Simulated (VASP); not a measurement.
The system is La2O3 (A-type lanthanum oxide).

```
La O
1.0
     3.93800    0.00000    0.00000
    -1.96900    3.41041    0.00000
     0.00000    0.00000    6.13600
La O
2 3
Cartesian
  0.0000 2.2736 1.5058
  1.9690 1.1368 4.6302
  0.0000 2.2736 3.9706
  1.9690 1.1368 2.1654
  0.0000 0.0000 0.0000
```

| Property | Result |
| --- | --- |
| Program | VASP 6.6.1 |
| Task | relaxation of cell and atoms |
| Functional | LDA |
| Potentials or basis | VASP PAW LDA potentials, release 64 (La, O) |
| Cutoff | 600 eV |
| k mesh | 6 × 6 × 4 |
| Occupations | gaussian, width 0.01 eV |
| Spin | no spin polarisation |

At the start: pressure -7.5 GPa; volume 16.48 Å³/atom.

**Question.** How do energy, volume and symmetry change on relaxing?

**Answer.** Over 13 steps the energy falls by 23.0 meV/atom and the volume is 15.51 Å³/atom (-5.9 %); space group P-3m1 (No. 164, to 0.05 Å).

Step by step:
```
step  energy change (eV)  largest force (eV/Å)  pressure (GPa)  volume (Å³)
   1              0.0000                0.2852           -7.48        82.41
   2              0.0456                0.9681           10.61        73.56
   3             -0.1062                0.2349           -0.25        78.21
   4             -0.1062                0.2465           -0.09        78.12
   5             -0.1130                0.0442            0.03        77.78
   6             -0.1138                0.0571            0.09        77.61
   7             -0.1147                0.0410           -0.08        77.66
   8             -0.1148                0.0426           -0.14        77.69
   9             -0.1150                0.0337            0.12        77.54
  10             -0.1150                0.0384            0.16        77.51
  11             -0.1151                0.0248            0.12        77.52
  12             -0.1152                0.0022            0.04        77.52
  13             -0.1152                0.0025            0.00        77.55
```

Final structure:
```cif
data_structure
_symmetry_space_group_name_H-M 'P 1'
_symmetry_Int_Tables_number 1
_cell_length_a 3.8823
_cell_length_b 3.8823
_cell_length_c 5.9410
_cell_angle_alpha 90.000
_cell_angle_beta 90.000
_cell_angle_gamma 120.000
_cell_volume 77.55
loop_
_atom_site_label
_atom_site_type_symbol
_atom_site_fract_x
_atom_site_fract_y
_atom_site_fract_z
_atom_site_occupancy
La1 La 0.33333 0.66667 0.24371 1
La2 La 0.66667 0.33333 0.75629 1
O1 O 0.33333 0.66667 0.64678 1
O2 O 0.66667 0.33333 0.35322 1
O3 O 0.00000 0.00000 0.00000 1
```
